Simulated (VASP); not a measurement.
# Nb in VASP: notebook

Runs on Nb. Level: PBE. Tasks: single point.

All numbers are computed with VASP 6.6.1; they aren't measurements. Logs are shortened: lines on timing, memory, paths and dates and some standing lists are left out, and cuts for length are marked.

## Step 1: The cell of the first run

The cell holds a slab with vacuum, 5 atoms: a = 2.882 Å, b = 2.882 Å, c = 24.413 Å, α = 90.00°, β = 90.00°, γ = 109.47°.

## Step 2: Single point, PBE

INCAR reads:

```
SYSTEM = Nb
  ALGO = Normal
  DIPOL = 0.5 0.5 0.500
  EDIFF = 1E-6
  ENCUT = 520
  GGA = PE
  IDIPOL = 3
  ISIF = 2
  ISMEAR = -1
  LASPH = .TRUE.
  LCHARG = .TRUE.
  LDIPOL = .TRUE.
  LELF = .TRUE.
  LREAL = .FALSE.
  LVACPOTAV = .TRUE.
  LVHAR = .TRUE.
  LWAVE = .FALSE.
  NBANDS = 40
  NELM = 100
  PREC = Accurate
  SIGMA = 0.1
```

KPOINTS reads:

```
k-points
0
G
  7 7 1
  0 0 0
```

POSCAR reads:

```
Nb
1.0
    2.8820459413      0.0000000000      0.0000000000
   -0.9606819804      2.7172189717      0.0000000000
    0.0000000000      0.0000000000     24.4127226284
Nb
5
Direct
    0.5000000000      0.5000000000      0.3072168604
    0.0000000000      0.0000000000      0.4036084302
    0.5000000000      0.5000000000      0.5000000000
    0.0000000000      0.0000000000      0.5963915698
    0.5000000000      0.5000000000      0.6927831396
```

Potentials or basis: VASP PAW PBE potentials, release 64 (Nb_sv).

Run with:

```console
cat potpaw_PBE.64/Nb_sv/POTCAR > POTCAR
mpirun -np 1 vasp_std > vasp.out
```

OUTCAR:

```text
SYSTEM = Nb
   EDIFF = 1E-6
   ENCUT = 520
   GGA = PE
   ISIF = 2
   ISMEAR = -1
   LASPH = .TRUE.
   LREAL = .FALSE.
   NELM = 100
   PREC = Accurate

 ion  position               nearest neighbor table
   1  0.500  0.500  0.307-   2 2.88   2 2.88
   2  0.000  0.000  0.404-   3 2.88   3 2.88   1 2.88   1 2.88
   3  0.500  0.500  0.500-   2 2.88   4 2.88   2 2.88   4 2.88
   4  0.000  0.000  0.596-   3 2.88   3 2.88   5 2.88   5 2.88
   5  0.500  0.500  0.693-   4 2.88   4 2.88

  LATTYP: Found a base centered orthorhombic cell.
 ALAT       =     3.3279000001
 B/A-ratio  =     1.4142135624
 C/A-ratio  =     7.3357741002

  Lattice vectors:

 A1 = (   2.8820459413,   0.0000000000,   0.0000000000)
 A2 = (  -0.9606819804,   2.7172189717,   0.0000000000)
 A3 = (   0.0000000000,   0.0000000000,  24.4127226284)

Analysis of symmetry for initial positions (statically):
=====================================================================
 Subroutine PRICEL returns:
 Original cell was already a primitive cell.

 Routine SETGRP: Setting up the symmetry group for a
 base centered orthorhombic supercell.

 Subroutine GETGRP returns: Found  8 space group operations
 (whereof  8 operations were pure point group operations)
 out of a pool of  8 trial point group operations.

The static configuration has the point symmetry D_2h.

Analysis of symmetry for dynamics (positions and initial velocities):
=====================================================================
 Subroutine PRICEL returns:
 Original cell was already a primitive cell.

 Routine SETGRP: Setting up the symmetry group for a
 base centered orthorhombic supercell.

 Subroutine GETGRP returns: Found  8 space group operations
 (whereof  8 operations were pure point group operations)
 out of a pool of  8 trial point group operations.

The dynamic configuration has the point symmetry D_2h.

 Subroutine INISYM returns: Found  8 space group operations
 (whereof  8 operations are pure point group operations),
 and found     1 'primitive' translations

----------------------------------------------------------------------------------------

                                     Primitive cell

  volume of cell :     191.1797

  direct lattice vectors                    reciprocal lattice vectors
     2.882045941  0.000000000  0.000000000     0.346975732  0.122674446  0.000000000
[... 87 lines left out ...]
   IBRION =     -1    ionic relax: 0-MD 1-quasi-New 2-CG
   NFREE  =      0    steps in history (QN), initial steepest desc. (CG)
   ISIF   =      2    stress and relaxation
   ISYM   =      2    0-nonsym 1-usesym 2-fastsym
   POTIM  = 0.5000    time-step for ionic-motion
   TEBEG  =    0.0;   TEEND  =   0.0 temperature during run
   PSTRESS=    0.0 pullay stress
   NELECT =      65.0000    total number of electrons
   NUPDOWN=      -1.0000    fix difference up-down
   EMIN   =  10.00;   EMAX   =-10.00  energy-range for DOS
   EFERMI =   0.00;   METHOD = LEGACY
   ISMEAR =    -1;   SIGMA  =   0.10  broadening in eV -4-tet -1-fermi 0-gaus
   EFERMI_NEDOS =   21; number of points for ismear=-14 and -15
   IALGO  =     38    algorithm
   IMIX   =      4    mixing-type and parameters
     AMIX     =   0.40;   BMIX     =  1.00
     AMIX_MAG =   1.60;   BMIX_MAG =  1.00
  volume/ion in A,a.u.               =      38.24       258.03
  Fermi-wavevector in a.u.,A,eV,Ry     =   1.142612  2.159223 17.763245  1.305562
  Thomas-Fermi vector in A             =   2.279309
   LORBIT       =      0    0 simple, 1 ext, 2 COOP (PROOUT), +10 PAW based schemes
   GGA     = PE    functional components
   LHFCALC =     F    Hartree Fock is set to
   AEXX    =    0.0000 exact exchange contribution
   IVDW    =     0    specifies the selected vdW correction
   LEPSILON=     F    determine dielectric tensor
   LRPA    =     F    only Hartree local field effects (RPA)
 non-spin polarized calculation
  energy-cutoff  :      520.00
  volume of cell :      191.18
 maximum number of plane-waves:      5213
 NGX is ok and might be reduce to    24
   NGX = 11   NGY = 11   NGZ = 91

 dipolmoment           0.000000      0.000000      0.000000 electrons x Angstroem

 number of electron      64.9999995 magnetization

 dipolmoment           0.000000      0.000000     -0.000000 electrons x Angstroem

 Free energy of the ion-electron system (eV)
  ---------------------------------------------------
  ext. energy  EPLUGINS =         0.00000000
  ---------------------------------------------------
  free energy    TOTEN  =       -49.07482920 eV

  energy without entropy =      -48.81389248  energy(sigma->0) =      -48.94436084

 E-fermi :   3.0546     XC(G=0):  -6.8439

 val. band max:        3.0228988446   @ k =  -0.4286   0.1429   0.0000
 cond. band min:       3.0705862996   @ k =  -0.1429   0.1429   0.0000
 fundamental gap:      0.0476874550
 Fermi energy:         3.0546444950

 k-point     1 :       0.0000    0.0000    0.0000
  band No.  band energies     occupation
      1     -51.6041      2.00000
      2     -51.6036      2.00000
      3     -51.3288      2.00000
      4     -51.2720      2.00000
      5     -51.1655      2.00000
      6     -28.0087      2.00000
[... 677 lines left out ...]
     39       5.8667      0.00000
     40       7.1065      0.00000

------------------------ aborting loop because EDIFF is reached ----------------------------------------

  FORCE on cell =-STRESS in cart. coord.  units (eV):
  Direction    XX          YY          ZZ          XY          YZ          ZX
  --------------------------------------------------------------------------------------
  -------------------------------------------------------------------------------------
  Total       -5.7977807     -5.0886492     -3.3697384      1.0028634      0.0000000      0.0000000
  in kB      -48.5881774    -42.6453160    -28.2400208      8.4044752      0.0000000      0.0000000
  external PRESSURE =     -39.8245047 kB  Pullay stress =       0.0000000 kB

 VOLUME and BASIS-vectors are now :
 -----------------------------------------------------------------------------
  energy-cutoff  :      520.00
  volume of cell :      191.18
      direct lattice vectors                 reciprocal lattice vectors
     2.882045941  0.000000000  0.000000000     0.346975732  0.122674446  0.000000000
    -0.960681980  2.717218972  0.000000000     0.000000000  0.368023339  0.000000000
     0.000000000  0.000000000 24.412722628     0.000000000  0.000000000  0.040962248

 POSITION                                       TOTAL-FORCE (eV/Angst)
 -----------------------------------------------------------------------------------
      0.96068      1.35861      7.50000         0.000000      0.000000      0.555258
      0.00000      0.00000      9.85318        -0.000000      0.000000     -0.407172
      0.96068      1.35861     12.20636        -0.000000      0.000000      0.000000
      0.00000      0.00000     14.55954        -0.000000      0.000000      0.407172
      0.96068      1.35861     16.91272         0.000000     -0.000000     -0.555258
 -----------------------------------------------------------------------------------
    total drift:                                0.000000      0.000000     -0.000000

  FREE ENERGIE OF THE ION-ELECTRON SYSTEM (eV)
  ---------------------------------------------------
  free  energy   TOTEN  =       -49.0748292044 eV

  energy  without entropy=      -48.8138924775  energy(sigma->0) =      -48.94436084

 vacuum level on the upper side and lower side of the slab         7.588         7.588
```

Wall time 2.6 min (1 thread of Intel Xeon Platinum 8488C (Sapphire Rapids), shared host); peak memory 0.35 GiB.

What came out:

| Property | Result |
| --- | --- |
| Free energy | -49.0748 eV |
| Largest force | 0.555 eV/Å |

Forces in eV/Å, atoms in the order of the input:
```
Nb   0.000  0.000  0.555
Nb   0.000  0.000 -0.407
Nb   0.000  0.000  0.000
Nb   0.000  0.000  0.407
Nb   0.000  0.000 -0.555
```

## Step 3: Single point, PBE

INCAR reads:

```
SYSTEM = Nb
ALGO = Normal
DIPOL = 0.5 0.5 0.500
EDIFF = 1E-6
ENCUT = 520
GGA = PE
IDIPOL = 3
ISIF = 2
ISMEAR = -1
LASPH = .True.
LCHARG = .True.
LDIPOL = .True.
LELF = .True.
LREAL = .False.
LVACPOTAV = .True.
LVHAR = .True.
LWAVE = .False.
NBANDS = 40
NELM = 60
PREC = Accurate
SIGMA = 0.1
```

KPOINTS reads:

```
k-points
0
Gamma
  9 9 1
  0 0 0
```

POSCAR is that of step 2.

Potentials or basis: VASP PAW PBE potentials, release 64 (Nb_sv).

Run with:

```console
cat potpaw_PBE.64/Nb_sv/POTCAR > POTCAR
mpirun -np 1 vasp_std > vasp.out
```

Run time: 3.8 min. Hardware: 1 thread of Intel Xeon Platinum 8488C (Sapphire Rapids), shared host; peak memory 0.39 GiB.

Results (log left out):

- Free energy: -49.0743 eV
- Largest force: 0.503 eV/Å

Forces in eV/Å, atoms in the order of the input:
```
Nb   0.000  0.000  0.503
Nb   0.000  0.000 -0.357
Nb   0.000  0.000  0.000
Nb   0.000  0.000  0.357
Nb   0.000  0.000 -0.503
```

Levels at points of the mesh, in eV from the Fermi level:
```csv
k point,band 29,band 30,band 31,band 32,band 33,band 34,band 35,band 36
"(0.00, 0.00, 0.00)",-0.43,-0.33,-0.29,0.09,0.14,0.25,0.59,0.76
```

## Step 4: Single point, PBE

INCAR reads:

```
SYSTEM = Nb
PREC = Accurate
ENCUT = 520
EDIFF = 1E-6
ISMEAR = -1
SIGMA = 0.1
LREAL = .FALSE.
LASPH = .TRUE.
NELM = 60
ALGO = Normal
ISIF = 2
LWAVE = .FALSE.
LCHARG = .FALSE.
LDIPOL = .TRUE.
IDIPOL = 3
DIPOL = 0.5 0.5 0.500
GGA = PE
NBANDS = 40
```

KPOINTS reads:

```
regular mesh
0
G
  11 11 1
  0 0 0
```

POSCAR is that of step 3.

Potentials or basis: VASP PAW PBE potentials, release 64 (Nb_sv).

Run with:

```console
cat potpaw_PBE.64/Nb_sv/POTCAR > POTCAR
mpirun -np 1 vasp_std > vasp.out
```

OUTCAR:

```text
SYSTEM = Nb
   PREC = Accurate
   ENCUT = 520
   EDIFF = 1E-6
   ISMEAR = -1
   LREAL = .FALSE.
   LASPH = .TRUE.
   NELM = 60
   ISIF = 2
   GGA = PE

 ion  position               nearest neighbor table
   1  0.500  0.500  0.307-   2 2.88   2 2.88
   2  0.000  0.000  0.404-   3 2.88   3 2.88   1 2.88   1 2.88
   3  0.500  0.500  0.500-   2 2.88   4 2.88   2 2.88   4 2.88
   4  0.000  0.000  0.596-   3 2.88   3 2.88   5 2.88   5 2.88
   5  0.500  0.500  0.693-   4 2.88   4 2.88

  LATTYP: Found a base centered orthorhombic cell.
 ALAT       =     3.3279000001
 B/A-ratio  =     1.4142135624
 C/A-ratio  =     7.3357741002

  Lattice vectors:

 A1 = (   2.8820459413,   0.0000000000,   0.0000000000)
 A2 = (  -0.9606819804,   2.7172189717,   0.0000000000)
 A3 = (   0.0000000000,   0.0000000000,  24.4127226284)

Analysis of symmetry for initial positions (statically):
=====================================================================
 Subroutine PRICEL returns:
 Original cell was already a primitive cell.

 Routine SETGRP: Setting up the symmetry group for a
 base centered orthorhombic supercell.
[... 183 lines left out ...]

 k-point     1 :       0.0000    0.0000    0.0000
  band No.  band energies     occupation
      1     -51.5927      2.00000
      2     -51.5922      2.00000
      3     -51.3407      2.00000
      4     -51.2811      2.00000
      5     -51.1800      2.00000
      6     -28.0083      2.00000
[... 1021 lines left out ...]
     39       3.9608      0.00024
     40       4.4811      0.00000

 [... further k-points ...]

------------------------ aborting loop because EDIFF is reached ----------------------------------------

 vacuum level on the upper side and lower side of the slab       (xc-potential included)        -0.210        -0.210

  FORCE on cell =-STRESS in cart. coord.  units (eV):
  Direction    XX          YY          ZZ          XY          YZ          ZX
  --------------------------------------------------------------------------------------
  -------------------------------------------------------------------------------------
  Total       -5.6664018     -5.3192543     -3.4157478      0.4909407      0.0000000      0.0000000
  in kB      -47.4871599    -44.5778978    -28.6256017      4.1143180      0.0000000      0.0000000
  external PRESSURE =     -40.2302198 kB  Pullay stress =       0.0000000 kB

 VOLUME and BASIS-vectors are now :
 -----------------------------------------------------------------------------
  energy-cutoff  :      520.00
  volume of cell :      191.18
      direct lattice vectors                 reciprocal lattice vectors
     2.882045941  0.000000000  0.000000000     0.346975732  0.122674446  0.000000000
    -0.960681980  2.717218972  0.000000000     0.000000000  0.368023339  0.000000000
     0.000000000  0.000000000 24.412722628     0.000000000  0.000000000  0.040962248

 POSITION                                       TOTAL-FORCE (eV/Angst)
 -----------------------------------------------------------------------------------
      0.96068      1.35861      7.50000        -0.000000     -0.000000      0.548519
      0.00000      0.00000      9.85318         0.000000      0.000000     -0.383835
      0.96068      1.35861     12.20636         0.000000      0.000000      0.000000
      0.00000      0.00000     14.55954         0.000000      0.000000      0.383835
      0.96068      1.35861     16.91272        -0.000000      0.000000     -0.548519
 -----------------------------------------------------------------------------------
    total drift:                                0.000000      0.000000     -0.000000

  FREE ENERGIE OF THE ION-ELECTRON SYSTEM (eV)
  ---------------------------------------------------
  free  energy   TOTEN  =       -49.0787768226 eV

  energy  without entropy=      -48.8375526467  energy(sigma->0) =      -48.95816473

 vacuum level on the upper side and lower side of the slab         7.425         7.425
```

OSZICAR:

```text
N       E                     dE             d eps       ncg     rms          rms(c)
DAV:   1     0.808270289988E+03    0.80827E+03   -0.36327E+04  3424   0.154E+03
DAV:   2     0.194479886557E+02   -0.78882E+03   -0.76876E+03  3608   0.638E+02
DAV:   3    -0.464820949138E+02   -0.65930E+02   -0.64023E+02  4816   0.124E+02
[... 17 lines left out ...]
DAV:  21    -0.490787557317E+02   -0.31484E-04   -0.11778E-06  2488   0.771E-03    0.141E-03
DAV:  22    -0.490787676832E+02   -0.11951E-04   -0.35306E-07  2336   0.364E-03    0.148E-03
DAV:  23    -0.490787726697E+02   -0.49865E-05   -0.22590E-07  2344   0.388E-03    0.852E-04
DAV:  24    -0.490787764914E+02   -0.38217E-05   -0.27050E-07  2336   0.254E-03    0.456E-04
DAV:  25    -0.490787768226E+02   -0.33111E-06   -0.61971E-08  2280   0.177E-03
   1 F= -.49078777E+02 E0= -.48958165E+02  d E =-.241224E+00
```

It took 5.3 min on 1 thread of Intel Xeon Platinum 8488C (Sapphire Rapids), shared host; peak memory 0.43 GiB.

Results:

| Quantity | Value |
| --- | --- |
| Free energy | -49.0788 eV |
| Largest force | 0.549 eV/Å |

Forces in eV/Å, atoms in the order of the input:
```
Nb   0.000  0.000  0.549
Nb   0.000  0.000 -0.384
Nb   0.000  0.000  0.000
Nb   0.000  0.000  0.384
Nb   0.000  0.000 -0.549
```

## Step 5: Single point, PBE

INCAR reads:

```
SYSTEM = Nb
  PREC = Accurate
  ENCUT = 520
  EDIFF = 1E-6
  ISMEAR = -1
  SIGMA = 0.1
  LREAL = .FALSE.
  LASPH = .TRUE.
  NELM = 80
  ALGO = Normal
  ISIF = 2
  LWAVE = .FALSE.
  LCHARG = .TRUE.
  LDIPOL = .TRUE.
  IDIPOL = 3
  DIPOL = 0.5 0.5 0.500
  GGA = PE
  LELF = .TRUE.
  LVHAR = .TRUE.
  LVACPOTAV = .TRUE.
  NBANDS = 40
```

KPOINTS reads:

```
Automatic mesh
0
G
  13 13 1
  0 0 0
```

POSCAR is that of step 4.

Run with:

```console
cat potpaw_PBE.64/Nb_sv/POTCAR > POTCAR
mpirun -np 1 vasp_std > vasp.out
```

Wall time 7.4 min (1 thread of Intel Xeon Platinum 8488C (Sapphire Rapids), shared host); peak memory 0.48 GiB.

The run converged. Its results:

```
Free energy   : -49.0755 eV
Largest force : 0.522 eV/Å
```

Forces on the atoms (eV/Å):
```
Nb   0.000  0.000  0.522
Nb   0.000  0.000 -0.362
Nb   0.000  0.000  0.000
Nb   0.000  0.000  0.362
Nb   0.000  0.000 -0.522
```

Levels at points of the mesh, in eV from the Fermi level:
| k point | band 28 | band 29 | band 30 | band 31 | band 32 | band 33 | band 34 | band 35 | band 36 | band 37 |
| --- | --- | --- | --- | --- | --- | --- | --- | --- | --- | --- |
| (0.00, 0.00, 0.00) | -0.85 | -0.43 | -0.32 | -0.29 | 0.10 | 0.16 | 0.26 | 0.60 | 0.77 | 1.36 |

## Step 6: Overview

```tsv
k mesh	gap on the mesh (eV)	largest force (eV/Å)
7 × 7 × 1	none	0.56
9 × 9 × 1	none	0.50
11 × 11 × 1	none	0.55
13 × 13 × 1	none	0.52
```

Alike in all rows: task single point; level PBE; potentials or basis VASP PAW PBE potentials, release 64 (Nb_sv); no spin polarisation; cell as given; cutoff (eV) 520; smearing fermi-dirac 0.1 eV.

Every run on the cell as given and a fine mesh finds a metal.

Total energies depend on the potentials used, so only differences within one code and one set of settings carry meaning.
